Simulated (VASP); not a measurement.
# Rh in VASP: notebook

Rh is run at these levels: LDA; tasks: electric field gradients.

Everything below comes from runs of VASP 6.6.1. Logs are shortened: lines on timing, memory, paths and dates and some standing lists are left out, and cuts for length are marked.

## 1. The cell of the first run

The structure is cubic, space group Fm-3m (No. 225). The conventional cell has a = 3.752 Å, b = 3.752 Å, c = 3.752 Å, α = 90.00°, β = 90.00°, γ = 90.00°. Within 3.5 Å of Rh (site symmetry m-3m) lie 12 Rh at 2.65 Å.

## 2. Electric field gradients, LDA (volume scaled by 0.96)

Input file INCAR:

```
PREC = Accurate ; ENCUT = 520
EDIFF = 1E-8 ; ISMEAR = -1
SIGMA = 0.03 ; LREAL = F
LASPH = T ; NELM = 100
ALGO = Normal ; ISIF = 2
LWAVE = F ; LCHARG = F
GGA = CA ; LEFG = T
NBANDS = 14
```

Input file KPOINTS:

```
Automatic mesh
0
Gamma
  16 16 16
```

Input file POSCAR:

```
Rh
1.0
    0.0000000000      1.8758502280      1.8758502280
    1.8758502280      0.0000000000      1.8758502280
    1.8758502280      1.8758502280      0.0000000000
Rh
1
Direct
    0.0000000000      0.0000000000      0.0000000000
```

Potentials or basis: VASP PAW LDA potentials, release 64 (Rh_pv).

Run with:

```bash
$ cat potpaw_LDA.64/Rh_pv/POTCAR > POTCAR
$ mpirun -np 1 vasp_std > vasp.out
```

OUTCAR:

```text
PREC = Accurate
   ENCUT = 520
   EDIFF = 1E-8
   ISMEAR = -1
   LREAL = F
   LASPH = T
   NELM = 100
   ISIF = 2
   GGA = CA

 ion  position               nearest neighbor table
   1  0.000  0.000  0.000-

  LATTYP: Found a face centered cubic cell.
 ALAT       =     3.7517004560

  Lattice vectors:

 A1 = (   0.0000000000,   1.8758502280,   1.8758502280)
 A2 = (   1.8758502280,   0.0000000000,   1.8758502280)
 A3 = (   1.8758502280,   1.8758502280,   0.0000000000)

Analysis of symmetry for initial positions (statically):
=====================================================================
 Subroutine PRICEL returns:
 Original cell was already a primitive cell.

 Routine SETGRP: Setting up the symmetry group for a
 face centered cubic supercell.

 Subroutine GETGRP returns: Found 48 space group operations
 (whereof 48 operations were pure point group operations)
 out of a pool of 48 trial point group operations.

The static configuration has the point symmetry O_h .

Analysis of symmetry for dynamics (positions and initial velocities):
=====================================================================
 Subroutine PRICEL returns:
 Original cell was already a primitive cell.

 Routine SETGRP: Setting up the symmetry group for a
 face centered cubic supercell.

 Subroutine GETGRP returns: Found 48 space group operations
 (whereof 48 operations were pure point group operations)
 out of a pool of 48 trial point group operations.

The dynamic configuration has the point symmetry O_h .

 Subroutine INISYM returns: Found 48 space group operations
 (whereof 48 operations are pure point group operations),
 and found     1 'primitive' translations

----------------------------------------------------------------------------------------

                                     Primitive cell

  volume of cell :      13.2015

  direct lattice vectors                    reciprocal lattice vectors
     0.000000000  1.875850228  1.875850228    -0.266545800  0.266545800  0.266545800
     1.875850228  0.000000000  1.875850228     0.266545800 -0.266545800  0.266545800
     1.875850228  1.875850228  0.000000000     0.266545800  0.266545800 -0.266545800

  length of vectors
     2.652852833  2.652852833  2.652852833     0.461670868  0.461670868  0.461670868

  position of ions in fractional coordinates (direct lattice)
     0.000000000  0.000000000  0.000000000

  ion indices of the primitive-cell ions
   primitive index   ion index
                 1           1

----------------------------------------------------------------------------------------

 KPOINTS: Automatic mesh

Automatic generation of k-mesh.
 Grid dimensions read from file:
 generate k-points for:   16   16   16

 Generating k-lattice:

  Cartesian coordinates                     Fractional coordinates (reciprocal lattice)
    -0.016659113  0.016659113  0.016659113     0.062500000  0.000000000  0.000000000
     0.016659113 -0.016659113  0.016659113     0.000000000  0.062500000  0.000000000
     0.016659113  0.016659113 -0.016659113     0.000000000  0.000000000  0.062500000

  Length of vectors
     0.028854429  0.028854429  0.028854429

  Shift w.r.t. Gamma in fractional coordinates (k-lattice)
     0.000000000  0.000000000  0.000000000

 Subroutine IBZKPT returns following result:
 ===========================================

 Found    145 irreducible k-points:

 Following reciprocal coordinates:
            Coordinates               Weight
  0.000000  0.000000  0.000000      1.000000
  0.062500  0.000000  0.000000      8.000000
  0.125000  0.000000  0.000000      8.000000
  0.187500  0.000000  0.000000      8.000000
  0.250000  0.000000  0.000000      8.000000
  0.312500  0.000000  0.000000      8.000000
[... 16 lines left out ...]
 -0.125000  0.062500  0.000000     24.000000
 -0.062500  0.062500  0.000000     12.000000
 [... further k-points ...]
   k-points           NKPTS =    145   k-points in BZ     NKDIM =    145   number of bands    NBANDS=     14
   number of dos      NEDOS =    301   number of ions     NIONS =      1
   total plane-waves  NPLWV =   8000
   dimension x,y,z NGX =    20 NGY =   20 NGZ =   20
   dimension x,y,z NGXF=    40 NGYF=   40 NGZF=   40
   ions per type =               1
   NGX,Y,Z   is equivalent  to a cutoff of  12.53, 12.53, 12.53 a.u.
   NGXF,Y,Z  is equivalent  to a cutoff of  25.07, 25.07, 25.07 a.u.
 SYSTEM =  unknown system
   PREC   = accura    normal or accurate (medium, high low for compatibility)
   ISTART =      0    job   : 0-new  1-cont  2-samecut
   ICHARG =      2    charge: 1-file 2-atom 10-const
   ISPIN  =      1    spin polarized calculation?
   LNONCOLLINEAR =      F non collinear calculations
   LSORBIT =      F    spin-orbit coupling
   LASPH  =      T    aspherical Exc in radial PAW
   ENCUT  =  520.0 eV  38.22 Ry    6.18 a.u.   4.93  4.93  4.93*2*pi/ulx,y,z
   NELM   =    100;   NELMIN=  2; NELMDL= -5     # of ELM steps
   EDIFF  = 0.1E-07   stopping-criterion for ELM
   LREAL  =      F    real-space projection
   EDIFFG = 0.1E-06   stopping-criterion for IOM
   NSW    =      0    number of steps for IOM
   IBRION =     -1    ionic relax: 0-MD 1-quasi-New 2-CG
   NFREE  =      0    steps in history (QN), initial steepest desc. (CG)
   ISIF   =      2    stress and relaxation
   ISYM   =      2    0-nonsym 1-usesym 2-fastsym
   POTIM  = 0.5000    time-step for ionic-motion
   TEBEG  =    0.0;   TEEND  =   0.0 temperature during run
   PSTRESS=    0.0 pullay stress
   NELECT =      15.0000    total number of electrons
   NUPDOWN=      -1.0000    fix difference up-down
   EMIN   =  10.00;   EMAX   =-10.00  energy-range for DOS
   EFERMI =   0.00;   METHOD = LEGACY
   ISMEAR =    -1;   SIGMA  =   0.03  broadening in eV -4-tet -1-fermi 0-gaus
   EFERMI_NEDOS =   21; number of points for ismear=-14 and -15
   IALGO  =     38    algorithm
   IMIX   =      4    mixing-type and parameters
     AMIX     =   0.40;   BMIX     =  1.00
     AMIX_MAG =   1.60;   BMIX_MAG =  1.00
  volume/ion in A,a.u.               =      13.20        89.09
  Fermi-wavevector in a.u.,A,eV,Ry     =   1.708298  3.228216 39.705661  2.918284
  Thomas-Fermi vector in A             =   2.786992
   LORBIT       =      0    0 simple, 1 ext, 2 COOP (PROOUT), +10 PAW based schemes
   GGA     = CA    functional components
   LHFCALC =     F    Hartree Fock is set to
   AEXX    =    0.0000 exact exchange contribution
   IVDW    =     0    specifies the selected vdW correction
   LEPSILON=     F    determine dielectric tensor
   LRPA    =     F    only Hartree local field effects (RPA)
 non-spin polarized calculation
  energy-cutoff  :      520.00
  volume of cell :       13.20
 maximum number of plane-waves:       366
   NGX =  9   NGY =  9   NGZ =  9

 number of electron      15.0000001 magnetization

 Free energy of the ion-electron system (eV)
  ---------------------------------------------------
  ext. energy  EPLUGINS =         0.00000000
  ---------------------------------------------------
  free energy    TOTEN  =        -8.68422948 eV

  energy without entropy =       -8.67994998  energy(sigma->0) =       -8.68208973

 E-fermi :  12.4673     XC(G=0): -14.6114

 val. band max:       12.4639894446   @ k =  -0.3750   0.2500   0.0000
 cond. band min:      12.4719842120   @ k =   0.3125   0.2500   0.0000
 fundamental gap:      0.0079947674
 Fermi energy:        12.4673238587

 k-point     1 :       0.0000    0.0000    0.0000
  band No.  band energies     occupation
      1     -33.7535      2.00000
      2     -33.7535      2.00000
      3     -33.7535      2.00000
      4       4.1464      2.00000
      5       9.1690      2.00000
      6       9.1690      2.00000
      7       9.1690      2.00000
      8      11.4354      2.00000
      9      11.4354      2.00000
     10      28.3847      0.00000
     11      32.7194      0.00000
     12      34.0250      0.00000
     13      34.0250      0.00000
     14      34.0250      0.00000

 k-point     2 :       0.0625    0.0000    0.0000
  band No.  band energies     occupation
      1     -33.7874      2.00000
      2     -33.7580      2.00000
      3     -33.7580      2.00000
      4       4.3106      2.00000
      5       9.0940      2.00000
      6       9.2345      2.00000
      7       9.2345      2.00000
      8      11.3975      2.00000
      9      11.3975      2.00000
     10      28.6335      0.00000
     11      32.7176      0.00000
     12      33.1789      0.00000
     13      34.2736      0.00000
     14      34.2736      0.00000

 k-point     3 :       0.1250    0.0000    0.0000
  band No.  band energies     occupation
      1     -33.8836      2.00000
      2     -33.7709      2.00000
      3     -33.7709      2.00000
      4       4.7733      2.00000
      5       8.9182      2.00000
      6       9.3985      2.00000
      7       9.3985      2.00000
      8      11.3247      2.00000
      9      11.3247      2.00000
     10      29.2833      0.00000
     11      31.4912      0.00000
     12      32.7215      0.00000
     13      34.9901      0.00000
     14      34.9901      0.00000

 k-point     4 :       0.1875    0.0000    0.0000
  band No.  band energies     occupation
      1     -34.0258      2.00000
      2     -33.7901      2.00000
      3     -33.7901      2.00000
      4       5.4186      2.00000
      5       8.8006      2.00000
      6       9.5519      2.00000
      7       9.5519      2.00000
      8      11.3431      2.00000
      9      11.3431      2.00000
     10      29.6512      0.00000
     11      30.0194      0.00000
     12      32.7201      0.00000
     13      36.0845      0.00000
     14      36.0845      0.00000

 k-point     5 :       0.2500    0.0000    0.0000
  band No.  band energies     occupation
      1     -34.1911      2.00000
      2     -33.8126      2.00000
      3     -33.8126      2.00000
      4       5.9719      2.00000
      5       9.0501      2.00000
      6       9.5590      2.00000
      7       9.5590      2.00000
      8      11.5969      2.00000
      9      11.5969      2.00000
     10      27.8223      0.00000
     11      30.1684      0.00000
[... 276 lines left out ...]
 k-point    22 :      -0.1875    0.0625    0.0000
  band No.  band energies     occupation
      1     -34.0864      2.00000
      2     -33.8295      2.00000
      3     -33.7884      2.00000
      4       5.7685      2.00000
      5       8.6679      2.00000
      6       9.6210      2.00000
      7       9.6679      2.00000
      8      11.0463      2.00000
      9      11.7884      2.00000
     10      29.1369      0.00000
     11      30.3130      0.00000
     12      32.7200      0.00000
     13      35.2119      0.00000
     14      37.3810      0.00000

 k-point    23 :      -0.1250    0.0625    0.0000
  band No.  band energies     occupation
      1     -33.9405      2.00000
      2     -33.8031      2.00000
      3     -33.7704      2.00000
      4       5.1128      2.00000
      5       8.7488      2.00000
      6       9.5161      2.00000
      7       9.5509      2.00000
      8      11.0577      2.00000
      9      11.5426      2.00000
     10      29.7222      0.00000
     11      30.8725      0.00000
     12      32.7208      0.00000
     13      34.4778      0.00000
     14      35.9988      0.00000

 k-point    24 :      -0.0625    0.0625    0.0000
  band No.  band energies     occupation
      1     -33.8350      2.00000
      2     -33.7780      2.00000
      3     -33.7597      2.00000
      4       4.5758      2.00000
      5       8.9538      2.00000
      6       9.3243      2.00000
      7       9.3763      2.00000
      8      11.2310      2.00000
      9      11.4608      2.00000
     10      29.0225      0.00000
     11      32.3555      0.00000
     12      32.7242      0.00000
     13      34.1285      0.00000
     14      34.9283      0.00000

 [... further k-points ...]
[... 5 lines left out ...]
  --------------------------------------------------------------------------------------
  -------------------------------------------------------------------------------------
  Total        0.1245929      0.1245929      0.1245929      0.0000000     -0.0000000      0.0000000
  in kB       15.1209570     15.1209570     15.1209570      0.0000000     -0.0000000      0.0000000
  external PRESSURE =      15.1209570 kB  Pullay stress =       0.0000000 kB

 VOLUME and BASIS-vectors are now :
 -----------------------------------------------------------------------------
  energy-cutoff  :      520.00
  volume of cell :       13.20
      direct lattice vectors                 reciprocal lattice vectors
     0.000000000  1.875850228  1.875850228    -0.266545800  0.266545800  0.266545800
     1.875850228  0.000000000  1.875850228     0.266545800 -0.266545800  0.266545800
     1.875850228  1.875850228  0.000000000     0.266545800  0.266545800 -0.266545800

 POSITION                                       TOTAL-FORCE (eV/Angst)
 -----------------------------------------------------------------------------------
      0.00000      0.00000      0.00000        -0.000000     -0.000000     -0.000000
 -----------------------------------------------------------------------------------
    total drift:                                0.000000      0.000000      0.000000

  FREE ENERGIE OF THE ION-ELECTRON SYSTEM (eV)
  ---------------------------------------------------
  free  energy   TOTEN  =        -8.6842294794 eV

  energy  without entropy=       -8.6799499756  energy(sigma->0) =       -8.68208973

 Electric field gradients (V/A^2)
---------------------------------------------------------------------
 ion       V_xx      V_yy      V_zz      V_xy      V_xz      V_yz
---------------------------------------------------------------------
   1       0.000     0.000     0.000     0.001     0.001     0.001
---------------------------------------------------------------------

 Electric field gradients after diagonalization (V/A^2)
 (convention: |V_zz| > |V_xx| > |V_yy|)
----------------------------------------------------------------------
 ion       V_xx      V_yy      V_zz     asymmetry (V_yy - V_xx)/ V_zz
----------------------------------------------------------------------
   1      -0.001    -0.001     0.002       0.000
----------------------------------------------------------------------

           NMR quadrupolar parameters

 Cq : quadrupolar parameter    Cq=e*Q*V_zz/h
 eta: asymmetry parameters     (V_yy - V_xx)/ V_zz
 Q  : nuclear electric quadrupole moment in mb (millibarn)
----------------------------------------------------------------------
 ion       Cq(MHz)       eta       Q (mb)
----------------------------------------------------------------------
   1       0.000       0.000       1.000
----------------------------------------------------------------------
```

Run time: 18 s. Hardware: 1 thread of Intel Xeon Platinum 8559C (Emerald Rapids), shared host; peak memory 0.14 GiB.

What came out:

| Item | Value |
| --- | --- |
| Free energy | -8.6842 eV |
| Pressure | 1.5 GPa |

Caveat: without QUAD_EFG the Cq values of the log hold for a quadrupole moment of 1 mb, not for the nuclei.

## 3. Electric field gradients, LDA (equal xx and yy strain of -2 %)

Input file INCAR:

```
PREC     = Accurate       # precision mode
ENCUT    = 520            # plane-wave cutoff, eV
EDIFF    = 1E-8           # SCF threshold, eV
ISMEAR   = -1             # smearing method
SIGMA    = 0.03           # smearing width, eV
LREAL    = F              # projectors in reciprocal space
LASPH    = T              # aspherical terms in the spheres
NELM     = 100            # most SCF steps
ALGO     = Normal         # electronic algorithm
ISIF     = 2              # what is computed and relaxed
LWAVE    = F              # write WAVECAR
LCHARG   = F              # write CHGCAR
LEFG     = T            
NBANDS   = 14             # bands
```

KPOINTS is that of step 2.

Input file POSCAR:

```
Rh
1.0
    0.0000000000      1.8635190000      1.9015500000
    1.8635190000      0.0000000000      1.9015500000
    1.8635190000      1.8635190000      0.0000000000
Rh
1
Direct
    0.0000000000      0.0000000000      0.0000000000
```

Potentials or basis: VASP PAW LDA potentials, release 64 (Rh_pv).

Run with:

```bash
$ cat potpaw_LDA.64/Rh_pv/POTCAR > POTCAR
$ mpirun -np 1 vasp_std > vasp.out
```

OUTCAR:

```text
PREC = Accurate
   ENCUT = 520
   EDIFF = 1E-8
   ISMEAR = -1
   LREAL = F
   LASPH = T
   NELM = 100
   ISIF = 2

 ion  position               nearest neighbor table
   1  0.000  0.000  0.000-

  LATTYP: Found a body centered tetragonal cell.
 ALAT       =     2.6354138435
 C/A-ratio  =     1.4430750636

  Lattice vectors:

[... 614 lines left out ...]
 -----------------------------------------------------------------------------------
    total drift:                                0.000000      0.000000      0.000000

  FREE ENERGIE OF THE ION-ELECTRON SYSTEM (eV)
  ---------------------------------------------------
  free  energy   TOTEN  =        -8.6812669936 eV

  energy  without entropy=       -8.6770510909  energy(sigma->0) =       -8.67915904

 Electric field gradients (V/A^2)
---------------------------------------------------------------------
 ion       V_xx      V_yy      V_zz      V_xy      V_xz      V_yz
---------------------------------------------------------------------
   1      -0.759    -0.759     1.519     0.002     0.001     0.001
---------------------------------------------------------------------

 Electric field gradients after diagonalization (V/A^2)
 (convention: |V_zz| > |V_xx| > |V_yy|)
----------------------------------------------------------------------
 ion       V_xx      V_yy      V_zz     asymmetry (V_yy - V_xx)/ V_zz
----------------------------------------------------------------------
   1      -0.761    -0.758     1.519       0.002
----------------------------------------------------------------------

           NMR quadrupolar parameters

 Cq : quadrupolar parameter    Cq=e*Q*V_zz/h
 eta: asymmetry parameters     (V_yy - V_xx)/ V_zz
 Q  : nuclear electric quadrupole moment in mb (millibarn)
----------------------------------------------------------------------
 ion       Cq(MHz)       eta       Q (mb)
----------------------------------------------------------------------
   1       0.004       0.002       1.000
----------------------------------------------------------------------
```

OSZICAR:

```text
N       E                     dE             d eps       ncg     rms          rms(c)
DAV:   1     0.118763654401E+03    0.11876E+03   -0.86820E+03  9832   0.115E+03
DAV:   2    -0.768044037316E+01   -0.12644E+03   -0.12094E+03 10990   0.344E+02
DAV:   3    -0.923833774240E+01   -0.15579E+01   -0.15559E+01 11542   0.419E+01
DAV:   4    -0.924384379873E+01   -0.55061E-02   -0.55060E-02 11086   0.255E+00
DAV:   5    -0.924389054274E+01   -0.46744E-04   -0.46743E-04 11362   0.206E-01    0.117E+01
DAV:   6    -0.870999437585E+01    0.53390E+00   -0.87134E-01 10366   0.129E+01    0.404E+00
DAV:   7    -0.868661046605E+01    0.23384E-01   -0.19284E-02 11110   0.168E+00    0.184E+00
DAV:   8    -0.868149406065E+01    0.51164E-02   -0.56060E-03 10426   0.106E+00    0.240E-01
DAV:   9    -0.868126079587E+01    0.23326E-03   -0.30389E-04 10240   0.251E-01    0.492E-02
DAV:  10    -0.868126719342E+01   -0.63976E-05   -0.35581E-06 10882   0.220E-02    0.609E-03
DAV:  11    -0.868126699330E+01    0.20012E-06   -0.62212E-07 11266   0.109E-02    0.488E-04
DAV:  12    -0.868126699360E+01   -0.30195E-09   -0.94240E-09  6962   0.136E-03
   1 F= -.86812670E+01 E0= -.86791590E+01  d E =-.421590E-02
```

Run time: 32 s. Hardware: 1 thread of Intel Xeon 6975P-C, shared host; peak memory 0.17 GiB.

What came out:

- Free energy: -8.6813 eV
- Pressure: 1.4 GPa

Stress tensor (GPa, compression positive):
```
 3.26  0.00  0.00
 0.00  3.26  0.00
 0.00  0.00 -2.17
```

Levels at points of the mesh, in eV from the Fermi level:
```csv
k point,band 5,band 6,band 7,band 8,band 9,band 10
"(0.00, 0.00, 0.00)",-3.45,-3.21,-3.21,-1.18,-0.89,15.93
"(0.50, 0.00, 0.00)",-3.49,-3.25,0.58,0.67,0.70,9.03
"(0.50, 0.50, 0.00)",-6.34,0.64,1.07,1.07,2.98,12.40
"(0.50, 0.00, 0.50)",-6.35,0.61,0.98,1.19,3.42,12.98
```

Electric field gradients, principal values (V/Å²):
| atom | least | middle | greatest (by size) |
| --- | --- | --- | --- |
| 1 Rh | -0.758 | -0.761 | 1.519 |

Caveat: the cell differs from its parent crystal (equal xx and yy strain of -2 %); without QUAD_EFG the Cq values of the log hold for a quadrupole moment of 1 mb, not for the nuclei.

(Continued in part 2 of 2.)
